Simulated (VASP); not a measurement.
# Si7P (P-3m1) in VASP: single point with PBE

Aim: the single point of Si7P with PBE.

All numbers are computed with VASP 6.6.1; they aren't measurements. Logs are shortened: lines on timing, memory, paths and dates and some standing lists are left out, and cuts for length are marked.

**1. The cell of the first run**

Symmetry: P-3m1, No. 164, trigonal system. Conventional cell: a = 3.793 Å, b = 3.793 Å, c = 27.410 Å, α = 90.00°, β = 90.00°, γ = 120.00°. Within 3.1 Å of Si (site symmetry 3m) lie 4 Si at 2.34 to 2.35 Å. Within 3.1 Å of Si (site symmetry 3m) lie 1 Si at 2.35 Å and 3 P at 2.38 Å. Within 3.1 Å of Si (site symmetry 3m) lie 4 Si at 2.34 to 2.37 Å. Within 3.1 Å of Si (site symmetry 3m) lie 4 Si at 2.34 to 2.37 Å. Si (site symmetry 3m) has 4 Si at 2.34 to 2.37 Å within 3.1 Å. Within 3.1 Å of Si (site symmetry 3m) lie 4 Si at 2.34 to 2.37 Å. Si (site symmetry 3m) has 4 Si at 2.34 to 2.37 Å within 3.1 Å. P (site symmetry 3m) has 3 Si at 2.38 Å within 3.1 Å.

**2. Single point, PBE**

The input, INCAR:

```
PREC     = Accurate       # precision mode
ENCUT    = 520            # plane-wave cutoff, eV
EDIFF    = 1E-6           # SCF threshold, eV
ISMEAR   = 0              # smearing method
SIGMA    = 0.02           # smearing width, eV
LREAL    = Auto         
LASPH    = T              # aspherical terms in the spheres
NELM     = 100            # most SCF steps
ALGO     = Normal         # electronic algorithm
ISIF     = 2              # what is computed and relaxed
LWAVE    = F              # write WAVECAR
LCHARG   = F              # write CHGCAR
GGA      = PE             # functional
NBANDS   = 47             # bands
```

The input, KPOINTS:

```
Automatic mesh
0
Gamma
  12 12 1
```

The input, POSCAR:

```
Si7P
1.0
    3.7928674370      0.0000000000      0.0000000000
   -1.8964337185      3.2847195536      0.0000000000
    0.0000000000      0.0000000000     27.4104557347
Si P
14 2
Direct
    0.0000000000      0.0000000000      0.3053590084
    0.0000000000      0.0000000000      0.3912127909
    0.6666666667      0.3333333333      0.2755901163
    0.3333333333      0.6666666667      0.1593667357
    0.6666666667      0.3333333333      0.1892540989
    0.0000000000      0.0000000000      0.6946409916
    0.0000000000      0.0000000000      0.6087872091
    0.3333333333      0.6666666667      0.7244098837
    0.6666666667      0.3333333333      0.8406332643
    0.3333333333      0.6666666667      0.8107459011
    0.0000000000      0.0000000000      0.0431485705
    0.0000000000      0.0000000000      0.9568514295
    0.3333333333      0.6666666667      0.0730624995
    0.6666666667      0.3333333333      0.9269375005
    0.3333333333      0.6666666667      0.4251167712
    0.6666666667      0.3333333333      0.5748832288
```

Potentials or basis: VASP PAW PBE potentials, release 64 (Si, P).

Run with:

```bash
$ cat potpaw_PBE.64/Si/POTCAR potpaw_PBE.64/P/POTCAR > POTCAR
$ mpirun -np 1 vasp_std > vasp.out
```

OUTCAR:

```text
PREC = Accurate
   ENCUT = 520
   EDIFF = 1E-6
   ISMEAR = 0
   LREAL = Auto
   LASPH = T
   NELM = 100
   ISIF = 2
   GGA = PE

 ion  position               nearest neighbor table
   1  0.000  0.000  0.305-   3 2.34   3 2.34   3 2.34   2 2.35
   2  0.000  0.000  0.391-   1 2.35  15 2.38  15 2.38  15 2.38
   3  0.667  0.333  0.276-   1 2.34   1 2.34   1 2.34   5 2.37
   4  0.333  0.667  0.159-   5 2.34   5 2.34   5 2.34  13 2.37
   5  0.667  0.333  0.189-   4 2.34   4 2.34   4 2.34   3 2.37
   6  0.000  0.000  0.695-   8 2.34   8 2.34   8 2.34   7 2.35
   7  0.000  0.000  0.609-   6 2.35  16 2.38  16 2.38  16 2.38
   8  0.333  0.667  0.724-   6 2.34   6 2.34   6 2.34  10 2.37
   9  0.667  0.333  0.841-  10 2.34  10 2.34  10 2.34  14 2.37
  10  0.333  0.667  0.811-   9 2.34   9 2.34   9 2.34   8 2.37
  11  0.000  0.000  0.043-  13 2.34  13 2.34  13 2.34  12 2.37
  12  0.000  0.000  0.957-  14 2.34  14 2.34  14 2.34  11 2.37
  13  0.333  0.667  0.073-  11 2.34  11 2.34  11 2.34   4 2.37
  14  0.667  0.333  0.927-  12 2.34  12 2.34  12 2.34   9 2.37
  15  0.333  0.667  0.425-   2 2.38   2 2.38   2 2.38
  16  0.667  0.333  0.575-   7 2.38   7 2.38   7 2.38

  LATTYP: Found a hexagonal cell.
 ALAT       =     3.7928674370
 C/A-ratio  =     7.2268425380

  Lattice vectors:

 A1 = (   3.7928674370,   0.0000000000,   0.0000000000)
 A2 = (  -1.8964337185,   3.2847195536,   0.0000000000)
 A3 = (   0.0000000000,   0.0000000000,  27.4104557347)

Analysis of symmetry for initial positions (statically):
=====================================================================
 Subroutine PRICEL returns:
 Original cell was already a primitive cell.

 Routine SETGRP: Setting up the symmetry group for a
 hexagonal supercell.

 Subroutine GETGRP returns: Found 12 space group operations
 (whereof 12 operations were pure point group operations)
 out of a pool of 24 trial point group operations.

The static configuration has the point symmetry D_3d.

Analysis of symmetry for dynamics (positions and initial velocities):
=====================================================================
 Subroutine PRICEL returns:
 Original cell was already a primitive cell.

 Routine SETGRP: Setting up the symmetry group for a
 hexagonal supercell.

 Subroutine GETGRP returns: Found 12 space group operations
 (whereof 12 operations were pure point group operations)
 out of a pool of 24 trial point group operations.

The dynamic configuration has the point symmetry D_3d.

 Subroutine INISYM returns: Found 12 space group operations
 (whereof 12 operations are pure point group operations),
 and found     1 'primitive' translations

----------------------------------------------------------------------------------------

                                     Primitive cell

  volume of cell :     341.4933

  direct lattice vectors                    reciprocal lattice vectors
     3.792867437  0.000000000  0.000000000     0.263652768  0.152219997  0.000000000
    -1.896433718  3.284719554  0.000000000     0.000000000  0.304439994  0.000000000
     0.000000000  0.000000000 27.410455735     0.000000000  0.000000000  0.036482429

  length of vectors
     3.792867437  3.792867437 27.410455735     0.304439994  0.304439994  0.036482429

  position of ions in fractional coordinates (direct lattice)
     0.000000000  0.000000000  0.305359008
     0.000000000  0.000000000  0.391212791
     0.666666667  0.333333333  0.275590116
     0.333333333  0.666666667  0.159366736
     0.666666667  0.333333333  0.189254099
     0.000000000  0.000000000  0.694640992
[... 8 lines left out ...]
     0.333333333  0.666666667  0.425116771
     0.666666667  0.333333333  0.574883229

  ion indices of the primitive-cell ions
   primitive index   ion index
                 1           1
                 2           2
                 3           3
                 4           4
                 5           5
                 6           6
[... 8 lines left out ...]
                15          15
                16          16

----------------------------------------------------------------------------------------

 KPOINTS: Automatic mesh

Automatic generation of k-mesh.
 Grid dimensions read from file:
 generate k-points for:   12   12    1

 Generating k-lattice:

  Cartesian coordinates                     Fractional coordinates (reciprocal lattice)
     0.021971064  0.012685000  0.000000000     0.083333333  0.000000000  0.000000000
     0.000000000  0.025369999  0.000000000     0.000000000  0.083333333  0.000000000
     0.000000000  0.000000000  0.036482429     0.000000000  0.000000000  1.000000000

  Length of vectors
     0.025369999  0.025369999  0.036482429

  Shift w.r.t. Gamma in fractional coordinates (k-lattice)
     0.000000000  0.000000000  0.000000000

 Subroutine IBZKPT returns following result:
 ===========================================

 Found     19 irreducible k-points:

 Following reciprocal coordinates:
            Coordinates               Weight
  0.000000  0.000000  0.000000      1.000000
  0.083333  0.000000  0.000000      6.000000
  0.166667  0.000000  0.000000      6.000000
  0.250000  0.000000  0.000000      6.000000
  0.333333  0.000000  0.000000      6.000000
  0.416667  0.000000  0.000000      6.000000
[... 11 lines left out ...]
  0.333333  0.250000  0.000000     12.000000
  0.333333  0.333333  0.000000      2.000000
   k-points           NKPTS =     19   k-points in BZ     NKDIM =     19   number of bands    NBANDS=     47
   number of dos      NEDOS =    301   number of ions     NIONS =     16
   total plane-waves  NPLWV = 164640
   dimension x,y,z NGX =    28 NGY =   28 NGZ =  210
   dimension x,y,z NGXF=    56 NGYF=   56 NGZF=  420
   ions per type =              14   2
   NGX,Y,Z   is equivalent  to a cutoff of  12.27, 12.27, 12.74 a.u.
   NGXF,Y,Z  is equivalent  to a cutoff of  24.55, 24.55, 25.47 a.u.
 SYSTEM =  unknown system
   PREC   = accura    normal or accurate (medium, high low for compatibility)
   ISTART =      0    job   : 0-new  1-cont  2-samecut
   ICHARG =      2    charge: 1-file 2-atom 10-const
   ISPIN  =      1    spin polarized calculation?
   LNONCOLLINEAR =      F non collinear calculations
   LSORBIT =      F    spin-orbit coupling
   LASPH  =      T    aspherical Exc in radial PAW
   ENCUT  =  520.0 eV  38.22 Ry    6.18 a.u.   7.05  7.05 50.97*2*pi/ulx,y,z
   NELM   =    100;   NELMIN=  2; NELMDL= -5     # of ELM steps
   EDIFF  = 0.1E-05   stopping-criterion for ELM
   LREAL  =      T    real-space projection
   EDIFFG = 0.1E-04   stopping-criterion for IOM
   NSW    =      0    number of steps for IOM
   IBRION =     -1    ionic relax: 0-MD 1-quasi-New 2-CG
   NFREE  =      0    steps in history (QN), initial steepest desc. (CG)
   ISIF   =      2    stress and relaxation
   ISYM   =      2    0-nonsym 1-usesym 2-fastsym
   POTIM  = 0.5000    time-step for ionic-motion
   TEBEG  =    0.0;   TEEND  =   0.0 temperature during run
   PSTRESS=    0.0 pullay stress
   NELECT =      66.0000    total number of electrons
   NUPDOWN=      -1.0000    fix difference up-down
   EMIN   =  10.00;   EMAX   =-10.00  energy-range for DOS
   EFERMI =   0.00;   METHOD = LEGACY
   ISMEAR =     0;   SIGMA  =   0.02  broadening in eV -4-tet -1-fermi 0-gaus
   EFERMI_NEDOS =   21; number of points for ismear=-14 and -15
   IALGO  =     38    algorithm
   IMIX   =      4    mixing-type and parameters
     AMIX     =   0.40;   BMIX     =  1.00
     AMIX_MAG =   1.60;   BMIX_MAG =  1.00
  volume/ion in A,a.u.               =      21.34       144.03
  Fermi-wavevector in a.u.,A,eV,Ry     =   0.946518  1.788659 12.189402  0.895896
  Thomas-Fermi vector in A             =   2.074523
   LORBIT       =      0    0 simple, 1 ext, 2 COOP (PROOUT), +10 PAW based schemes
   GGA     = PE    functional components
   LHFCALC =     F    Hartree Fock is set to
   AEXX    =    0.0000 exact exchange contribution
   IVDW    =     0    specifies the selected vdW correction
   LEPSILON=     F    determine dielectric tensor
   LRPA    =     F    only Hartree local field effects (RPA)
 non-spin polarized calculation
 Gauss-broadening in eV      SIGMA  =   0.02
  energy-cutoff  :      520.00
  volume of cell :      341.49
 maximum number of plane-waves:      9237
   NGX = 15   NGY = 15   NGZ =101

 number of electron      66.0000000 magnetization

 Free energy of the ion-electron system (eV)
  ---------------------------------------------------
  ext. energy  EPLUGINS =         0.00000000
  ---------------------------------------------------
  free energy    TOTEN  =       -86.72608879 eV

  energy without entropy =      -86.72608879  energy(sigma->0) =      -86.72608879

 E-fermi :   5.2469     XC(G=0):  -9.0678

 val. band max:        5.1369208641   @ k =   0.0000   0.0000   0.0000
 cond. band min:       5.7674748396   @ k =   0.4167   0.0000   0.0000
 fundamental gap:      0.6305539755
 Fermi energy:         5.2468604550

 k-point     1 :       0.0000    0.0000    0.0000
  band No.  band energies     occupation
      1      -7.3817      2.00000
      2      -7.3563      2.00000
      3      -6.8015      2.00000
      4      -6.5662      2.00000
      5      -6.2215      2.00000
      6      -5.7830      2.00000
[... 37 lines left out ...]
     44       7.7494      0.00000
     45       7.8116      0.00000

 k-point     2 :       0.0833    0.0000    0.0000
  band No.  band energies     occupation
      1      -7.3036      2.00000
      2      -7.2783      2.00000
      3      -6.7185      2.00000
      4      -6.4839      2.00000
      5      -6.1399      2.00000
      6      -5.7020      2.00000
[... 37 lines left out ...]
     44       7.9962      0.00000
     45       8.0889      0.00000

 k-point     3 :       0.1667    0.0000    0.0000
  band No.  band energies     occupation
      1      -7.0721      2.00000
      2      -7.0470      2.00000
      3      -6.4713      2.00000
      4      -6.2393      2.00000
      5      -5.8977      2.00000
      6      -5.4620      2.00000
[... 757 lines left out ...]
     44       9.2917      0.00000
     45       9.3344      0.00000

 k-point    19 :       0.3333    0.3333    0.0000
  band No.  band energies     occupation
      1      -4.9102      2.00000
      2      -4.9102      2.00000
      3      -3.7139      2.00000
      4      -3.7095      2.00000
      5      -3.5213      2.00000
      6      -3.5213      2.00000
[... 37 lines left out ...]
     44       9.2656      0.00000
     45       9.2656      0.00000
 [bands above 45 left out]

------------------------ aborting loop because EDIFF is reached ----------------------------------------

  FORCE on cell =-STRESS in cart. coord.  units (eV):
  Direction    XX          YY          ZZ          XY          YZ          ZX
  --------------------------------------------------------------------------------------
  -------------------------------------------------------------------------------------
  Total       -0.1979643     -0.1979643     -0.1397121      0.0000000     -0.0000000     -0.0000000
  in kB       -0.9287849     -0.9287849     -0.6554845      0.0000000     -0.0000000     -0.0000000
  external PRESSURE =      -0.8376848 kB  Pullay stress =       0.0000000 kB

 VOLUME and BASIS-vectors are now :
 -----------------------------------------------------------------------------
  energy-cutoff  :      520.00
  volume of cell :      341.49
      direct lattice vectors                 reciprocal lattice vectors
     3.792867437  0.000000000  0.000000000     0.263652768  0.152219997  0.000000000
    -1.896433718  3.284719554  0.000000000     0.000000000  0.304439994  0.000000000
     0.000000000  0.000000000 27.410455735     0.000000000  0.000000000  0.036482429

 POSITION                                       TOTAL-FORCE (eV/Angst)
 -----------------------------------------------------------------------------------
      0.00000      0.00000      8.37003         0.000000      0.000000     -0.007703
      0.00000      0.00000     10.72332         0.000000      0.000000      0.005630
      1.89643      1.09491      7.55405        -0.000000      0.000000     -0.000358
     -0.00000      2.18981      4.36831         0.000000     -0.000000      0.003087
      1.89643      1.09491      5.18754        -0.000000      0.000000     -0.004192
      0.00000      0.00000     19.04043        -0.000000     -0.000000      0.007703
[... 8 lines left out ...]
     -0.00000      2.18981     11.65264         0.000000      0.000000     -0.007137
      1.89643      1.09491     15.75781        -0.000000     -0.000000      0.007137
 -----------------------------------------------------------------------------------
    total drift:                                0.000000     -0.000000      0.000000

  FREE ENERGIE OF THE ION-ELECTRON SYSTEM (eV)
  ---------------------------------------------------
  free  energy   TOTEN  =       -86.7260887858 eV

  energy  without entropy=      -86.7260887858  energy(sigma->0) =      -86.72608879
```

It took 8.6 min on 1 thread of Intel Xeon Platinum 8488C (Sapphire Rapids), shared host; peak memory 0.48 GiB.

Results:

```yaml
Free_energy: -86.7261 eV
Pressure: -0.1 GPa
Largest_force: 0.008 eV/Å
Band_gap_on_the_k_mesh: 0.63 eV (least direct gap 0.94 eV)
```

Forces on the atoms (eV/Å):
```
Si   0.000  0.000 -0.008
Si   0.000  0.000  0.006
Si   0.000  0.000  0.000
Si   0.000  0.000  0.003
Si   0.000  0.000 -0.004
Si   0.000  0.000  0.008
Si   0.000  0.000 -0.006
Si   0.000  0.000  0.000
Si   0.000  0.000 -0.003
Si   0.000  0.000  0.004
Si   0.000  0.000  0.003
Si   0.000  0.000 -0.003
Si   0.000  0.000 -0.003
Si   0.000  0.000  0.003
P    0.000  0.000 -0.007
P    0.000  0.000  0.007
```

Levels at points of the mesh, in eV from the valence-band top:
```csv
k point,band 30,band 31,band 32,band 33,band 34,band 35,band 36,band 37
"(0.00, 0.00, 0.00)",-0.22,-0.22,0.00,0.00,0.94,0.97,1.91,2.04
"(0.50, 0.00, 0.00)",-1.56,-1.49,-1.30,-1.13,0.70,0.78,0.85,0.94
```

Caveat: an odd mesh through Γ misses points on the zone boundary, where band edges can lie; this functional lacks dispersion, which binds the layers, so the pressure and a relaxed spacing across them are unreliable.
